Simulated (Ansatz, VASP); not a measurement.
**Two plane-wave programs on Cu**

```xyz
1
Lattice="-1.5286 1.5286 1.5286 1.5286 -1.5286 1.5286 1.5286 1.5286 -1.5286" Properties=species:S:1:pos:R:3 pbc="T T T"
Cu    0.0000    0.0000    0.0000
```

Alike in both runs: task single point; functional BLYP; k mesh 17 × 17 × 17; occupations fermi-dirac, width 0.1 eV; no spin polarisation.

```csv
,VASP,Ansatz
version,VASP 6.6.1,Ansatz 0.2.0
potentials or method,"VASP PAW PBE potentials, release 64 (Cu), cutoff 520 eV","plane waves (420 eV) with PAW, scalar-relativistic"
valence electrons in the cell,11,19
```

VASP gave:

* pressure (GPa): -9.0

Task: Estimate Ansatz's values.

Result: Pressure (GPa): -9.5.

VASP's potentials were made for PBE, not for BLYP. VASP's potentials hold 11 valence electrons a cell and Ansatz's 19, so a difference there can come from the potentials and not from the codes.
